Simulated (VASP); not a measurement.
# Pb (I4_1/amd) in VASP: further runs

Pb is run at these levels: PBE; tasks: single point, relaxation of shape and atoms at fixed volume.

All numbers are computed with VASP 6.6.1; they aren't measurements. Logs are shortened: lines on timing, memory, paths and dates and some standing lists are left out, and cuts for length are marked.

## (1) The cell of the first run

It takes space group I4_1/amd (No. 141, tetragonal). Conventional cell: a = 6.297 Å, b = 6.297 Å, c = 3.359 Å, α = 90.00°, β = 90.00°, γ = 90.00°. Pb (site symmetry -4m2) has 10 Pb at 3.26 to 4.03 Å within 4.3 Å.

## (2) Single point, PBE (33.30 Å³/atom)

INCAR reads:

```
ALGO     = Normal         # electronic algorithm
EDIFF    = 1E-6           # SCF threshold, eV
ENCUT    = 520            # plane-wave cutoff, eV
GGA      = PE             # functional
ISIF     = 2              # what is computed and relaxed
ISMEAR   = -1             # smearing method
LASPH    = True           # aspherical terms in the spheres
LCHARG   = False          # write CHGCAR
LREAL    = False          # projectors in reciprocal space
LWAVE    = False          # write WAVECAR
NBANDS   = 21             # bands
NELM     = 60             # most SCF steps
PREC     = Accurate       # precision mode
SIGMA    = 0.05           # smearing width, eV
```

KPOINTS reads:

```
k-points
0
Gamma
  14 14 14
```

POSCAR reads:

```
Pb
1.0
   -3.1485228551      3.1485228551      1.6794022131
    3.1485228551     -3.1485228551      1.6794022131
    3.1485228551      3.1485228551     -1.6794022131
Pb
2
Direct
   -0.3750000000     -0.1250000000     -0.2500000000
    0.3750000000      0.1250000000      0.2500000000
```

Potentials or basis: VASP PAW PBE potentials, release 64 (Pb_d).

Launch:

```bash
cat potpaw_PBE.64/Pb_d/POTCAR > POTCAR
mpirun -np 1 vasp_std > vasp.out
```

OUTCAR:

```text
EDIFF = 1E-6
   ENCUT = 520
   GGA = PE
   ISIF = 2
   ISMEAR = -1
   LASPH = True
   LREAL = False
   NELM = 60
   PREC = Accurate

 ion  position               nearest neighbor table
   1  0.625  0.875  0.750-   2 3.26   2 3.26   2 3.26   2 3.26   2 4.03   2 4.03   2 4.03   2 4.03

   2  0.375  0.125  0.250-   1 3.26   1 3.26   1 3.26   1 3.26   1 4.03   1 4.03   1 4.03   1 4.03

  LATTYP: Found a body centered tetragonal cell.
 ALAT       =     6.2970457102
 C/A-ratio  =     0.5333936866

  Lattice vectors:

 A1 = (  -3.1485228551,   3.1485228551,   1.6794022131)
 A2 = (   3.1485228551,  -3.1485228551,   1.6794022131)
 A3 = (   3.1485228551,   3.1485228551,  -1.6794022131)

Analysis of symmetry for initial positions (statically):
=====================================================================
 Subroutine PRICEL returns:
 Original cell was already a primitive cell.

 Routine SETGRP: Setting up the symmetry group for a
 body centered tetragonal supercell.

 Subroutine GETGRP returns: Found 16 space group operations
 (whereof  4 operations were pure point group operations)
 out of a pool of 16 trial point group operations.

The static configuration has the point symmetry C_2h.
 The point group associated with its full space group is D_4h.

Analysis of symmetry for dynamics (positions and initial velocities):
=====================================================================
 Subroutine PRICEL returns:
 Original cell was already a primitive cell.

 Routine SETGRP: Setting up the symmetry group for a
 body centered tetragonal supercell.

 Subroutine GETGRP returns: Found 16 space group operations
 (whereof  4 operations were pure point group operations)
 out of a pool of 16 trial point group operations.

The dynamic configuration has the point symmetry C_2h.
 The point group associated with its full space group is D_4h.

 Subroutine INISYM returns: Found 16 space group operations
 (whereof  4 operations are pure point group operations),
 and found     1 'primitive' translations

----------------------------------------------------------------------------------------

                                     Primitive cell

  volume of cell :      66.5930

  direct lattice vectors                    reciprocal lattice vectors
    -3.148522855  3.148522855  1.679402213     0.000000000  0.158804628  0.297724986
     3.148522855 -3.148522855  1.679402213     0.158804628  0.000000000  0.297724986
     3.148522855  3.148522855 -1.679402213     0.158804628  0.158804628  0.000000000

  length of vectors
     4.758863744  4.758863744  4.758863744     0.337430107  0.337430107  0.224583658

  position of ions in fractional coordinates (direct lattice)
     0.625000000  0.875000000  0.750000000
     0.375000000  0.125000000  0.250000000

  ion indices of the primitive-cell ions
   primitive index   ion index
                 1           1
                 2           2

----------------------------------------------------------------------------------------

 KPOINTS: k-points

Automatic generation of k-mesh.
 Grid dimensions read from file:
 generate k-points for:   14   14   14

 Generating k-lattice:

  Cartesian coordinates                     Fractional coordinates (reciprocal lattice)
     0.000000000  0.011343188  0.021266070     0.071428571  0.000000000  0.000000000
     0.011343188  0.000000000  0.021266070     0.000000000  0.071428571  0.000000000
     0.011343188  0.011343188  0.000000000     0.000000000  0.000000000  0.071428571

  Length of vectors
     0.024102150  0.024102150  0.016041690

  Shift w.r.t. Gamma in fractional coordinates (k-lattice)
     0.000000000  0.000000000  0.000000000

 Subroutine IBZKPT returns following result:
 ===========================================

 Found    244 irreducible k-points:

 Following reciprocal coordinates:
            Coordinates               Weight
  0.000000  0.000000  0.000000      1.000000
  0.071429  0.000000  0.000000      8.000000
  0.142857  0.000000 -0.000000      8.000000
  0.214286  0.000000 -0.000000      8.000000
  0.285714  0.000000  0.000000      8.000000
  0.357143  0.000000 -0.000000      8.000000
[... 16 lines left out ...]
  0.214286  0.142857 -0.000000     16.000000
  0.285714  0.142857 -0.000000     16.000000
 [... further k-points ...]
   k-points           NKPTS =    244   k-points in BZ     NKDIM =    244   number of bands    NBANDS=     21
   number of dos      NEDOS =    301   number of ions     NIONS =      2
   total plane-waves  NPLWV =  46656
   dimension x,y,z NGX =    36 NGY =   36 NGZ =   36
   dimension x,y,z NGXF=    72 NGYF=   72 NGZF=   72
   ions per type =               2
   NGX,Y,Z   is equivalent  to a cutoff of  12.58, 12.58, 12.58 a.u.
   NGXF,Y,Z  is equivalent  to a cutoff of  25.15, 25.15, 25.15 a.u.
 SYSTEM =  unknown system
   PREC   = accura    normal or accurate (medium, high low for compatibility)
   ISTART =      0    job   : 0-new  1-cont  2-samecut
   ICHARG =      2    charge: 1-file 2-atom 10-const
   ISPIN  =      1    spin polarized calculation?
   LNONCOLLINEAR =      F non collinear calculations
   LSORBIT =      F    spin-orbit coupling
   LASPH  =      T    aspherical Exc in radial PAW
   ENCUT  =  520.0 eV  38.22 Ry    6.18 a.u.   8.85  8.85  8.85*2*pi/ulx,y,z
   NELM   =     60;   NELMIN=  2; NELMDL= -5     # of ELM steps
   EDIFF  = 0.1E-05   stopping-criterion for ELM
   LREAL  =      F    real-space projection
   EDIFFG = 0.1E-04   stopping-criterion for IOM
   NSW    =      0    number of steps for IOM
   IBRION =     -1    ionic relax: 0-MD 1-quasi-New 2-CG
   NFREE  =      0    steps in history (QN), initial steepest desc. (CG)
   ISIF   =      2    stress and relaxation
   ISYM   =      2    0-nonsym 1-usesym 2-fastsym
   POTIM  = 0.5000    time-step for ionic-motion
   TEBEG  =    0.0;   TEEND  =   0.0 temperature during run
   PSTRESS=    0.0 pullay stress
   NELECT =      28.0000    total number of electrons
   NUPDOWN=      -1.0000    fix difference up-down
   EMIN   =  10.00;   EMAX   =-10.00  energy-range for DOS
   EFERMI =   0.00;   METHOD = LEGACY
   ISMEAR =    -1;   SIGMA  =   0.05  broadening in eV -4-tet -1-fermi 0-gaus
   EFERMI_NEDOS =   21; number of points for ismear=-14 and -15
   IALGO  =     38    algorithm
   IMIX   =      4    mixing-type and parameters
     AMIX     =   0.40;   BMIX     =  1.00
     AMIX_MAG =   1.60;   BMIX_MAG =  1.00
  volume/ion in A,a.u.               =      33.30       224.70
  Fermi-wavevector in a.u.,A,eV,Ry     =   1.226454  2.317663 20.465749  1.504190
  Thomas-Fermi vector in A             =   2.361454
   LORBIT       =      0    0 simple, 1 ext, 2 COOP (PROOUT), +10 PAW based schemes
   GGA     = PE    functional components
   LHFCALC =     F    Hartree Fock is set to
   AEXX    =    0.0000 exact exchange contribution
   IVDW    =     0    specifies the selected vdW correction
   LEPSILON=     F    determine dielectric tensor
   LRPA    =     F    only Hartree local field effects (RPA)
 non-spin polarized calculation
  energy-cutoff  :      520.00
  volume of cell :       66.59
 maximum number of plane-waves:      1820
   NGX = 17   NGY = 17   NGZ = 17

 number of electron      27.9999995 magnetization

 Free energy of the ion-electron system (eV)
  ---------------------------------------------------
  ext. energy  EPLUGINS =         0.00000000
  ---------------------------------------------------
  free energy    TOTEN  =        -6.85932289 eV

  energy without entropy =       -6.84868634  energy(sigma->0) =       -6.85400462

 E-fermi :   6.0595     XC(G=0):  -9.6796

 val. band max:        6.0460722469   @ k =   0.3571   0.2143  -0.0000
 cond. band min:       6.0868017654   @ k =  -0.2857   0.3571   0.1429
 fundamental gap:      0.0407295185
 Fermi energy:         6.0595041359

 k-point     1 :       0.0000    0.0000    0.0000
  band No.  band energies     occupation
      1     -11.0491      2.00000
      2     -10.9622      2.00000
      3     -10.9048      2.00000
      4     -10.8979      2.00000
      5     -10.6669      2.00000
      6     -10.6669      2.00000
[... 13 lines left out ...]
     20      14.6608      0.00000
     21      16.0162      0.00000

 k-point     2 :       0.0714    0.0000    0.0000
  band No.  band energies     occupation
      1     -11.0451      2.00000
      2     -10.9468      2.00000
      3     -10.8929      2.00000
      4     -10.8856      2.00000
      5     -10.6792      2.00000
      6     -10.6782      2.00000
[... 13 lines left out ...]
     20      15.0765      0.00000
     21      15.6214      0.00000

 k-point     3 :       0.1429    0.0000   -0.0000
  band No.  band energies     occupation
      1     -11.0325      2.00000
      2     -10.9053      2.00000
      3     -10.8787      2.00000
      4     -10.8360      2.00000
      5     -10.7059      2.00000
      6     -10.6959      2.00000
[... 13 lines left out ...]
     20      14.4250      0.00000
     21      14.5218      0.00000

 k-point     4 :       0.2143    0.0000   -0.0000
  band No.  band energies     occupation
      1     -11.0130      2.00000
      2     -10.8584      2.00000
      3     -10.8539      2.00000
      4     -10.7850      2.00000
      5     -10.7386      2.00000
      6     -10.6980      2.00000
[... 13 lines left out ...]
     20      13.5906      0.00000
     21      14.0769      0.00000

 k-point     5 :       0.2857    0.0000    0.0000
  band No.  band energies     occupation
      1     -10.9915      2.00000
      2     -10.8390      2.00000
      3     -10.8220      2.00000
      4     -10.7824      2.00000
      5     -10.7675      2.00000
      6     -10.7066      2.00000
[... 13 lines left out ...]
     20      13.0014      0.00000
     21      14.3272      0.00000

 k-point     6 :       0.3571    0.0000   -0.0000
  band No.  band energies     occupation
      1     -10.9732      2.00000
      2     -10.8366      2.00000
      3     -10.8227      2.00000
      4     -10.8041      2.00000
      5     -10.7744      2.00000
      6     -10.7276      2.00000
[... 13 lines left out ...]
     20      12.9701      0.00000
     21      14.9430      0.00000

 k-point     7 :       0.4286    0.0000   -0.0000
  band No.  band energies     occupation
      1     -10.9595      2.00000
      2     -10.8528      2.00000
      3     -10.8485      2.00000
      4     -10.8009      2.00000
      5     -10.7624      2.00000
      6     -10.7425      2.00000
[... 13 lines left out ...]
     20      14.1767      0.00000
     21      15.5621      0.00000
[... 291 lines left out ...]
      1     -11.0346      2.00000
      2     -10.9482      2.00000
      3     -10.8912      2.00000
      4     -10.8839      2.00000
      5     -10.6809      2.00000
      6     -10.6730      2.00000
[... 13 lines left out ...]
     20      15.4140      0.00000
     21      15.7271      0.00000

 k-point    21 :      -0.0714    0.0714    0.0000
  band No.  band energies     occupation
      1     -11.0437      2.00000
      2     -10.9628      2.00000
      3     -10.9073      2.00000
      4     -10.8933      2.00000
      5     -10.6694      2.00000
      6     -10.6647      2.00000
[... 13 lines left out ...]
     20      15.0430      0.00000
     21      16.2402      0.00000

 k-point    22 :       0.1429    0.1429   -0.0000
  band No.  band energies     occupation
      1     -11.0049      2.00000
      2     -10.8469      2.00000
      3     -10.8213      2.00000
      4     -10.7638      2.00000
      5     -10.7397      2.00000
      6     -10.7270      2.00000
[... 13 lines left out ...]
     20      13.1192      0.00000
     21      13.3987      0.00000

 k-point    23 :       0.2143    0.1429   -0.0000
  band No.  band energies     occupation
      1     -10.9895      2.00000
      2     -10.8374      2.00000
      3     -10.8263      2.00000
      4     -10.7686      2.00000
      5     -10.7665      2.00000
      6     -10.7429      2.00000
[... 13 lines left out ...]
     20      12.9002      0.00000
     21      13.6788      0.00000

 k-point    24 :       0.2857    0.1429   -0.0000
  band No.  band energies     occupation
      1     -10.9776      2.00000
      2     -10.8551      2.00000
      3     -10.8127      2.00000
      4     -10.8003      2.00000
      5     -10.7574      2.00000
      6     -10.7566      2.00000
[... 13 lines left out ...]
     20      13.3747      0.00000
     21      14.3616      0.00000

 [... further k-points ...]

------------------------ aborting loop because EDIFF is reached ----------------------------------------

  FORCE on cell =-STRESS in cart. coord.  units (eV):
  Direction    XX          YY          ZZ          XY          YZ          ZX
  --------------------------------------------------------------------------------------
  -------------------------------------------------------------------------------------
  Total       -0.0291963     -0.0291963     -0.0245283     -0.0000000      0.0000000     -0.0000000
  in kB       -0.7024410     -0.7024410     -0.5901319     -0.0000000      0.0000000     -0.0000000
  external PRESSURE =      -0.6650046 kB  Pullay stress =       0.0000000 kB

 VOLUME and BASIS-vectors are now :
 -----------------------------------------------------------------------------
  energy-cutoff  :      520.00
  volume of cell :       66.59
      direct lattice vectors                 reciprocal lattice vectors
    -3.148522855  3.148522855  1.679402213     0.000000000  0.158804628  0.297724986
     3.148522855 -3.148522855  1.679402213     0.158804628  0.000000000  0.297724986
     3.148522855  3.148522855 -1.679402213     0.158804628  0.158804628  0.000000000

 POSITION                                       TOTAL-FORCE (eV/Angst)
 -----------------------------------------------------------------------------------
      3.14852      1.57426      1.25955        -0.000000      0.000000      0.000000
     -0.00000      1.57426      0.41985         0.000000     -0.000000     -0.000000
 -----------------------------------------------------------------------------------
    total drift:                               -0.000000     -0.000000      0.000000

  FREE ENERGIE OF THE ION-ELECTRON SYSTEM (eV)
  ---------------------------------------------------
  free  energy   TOTEN  =        -6.8593228908 eV

  energy  without entropy=       -6.8486863429  energy(sigma->0) =       -6.85400462
```

Wall time 7.2 min (1 thread of Oxide Virtual Turin-like, shared host); peak memory 0.36 GiB.

What came out:

```
Free energy            : -6.8593 eV
Pressure               : -0.1 GPa
Band gap on the k mesh : zero (bands 14 and 15 overlap by 2.82 eV)
```

Caveat: spin-orbit coupling is left out, which moves the levels of the heavy elements.

[end of part 1 of 2]

The gap in the log of VASP goes by the Fermi energy; the results here count the filled bands.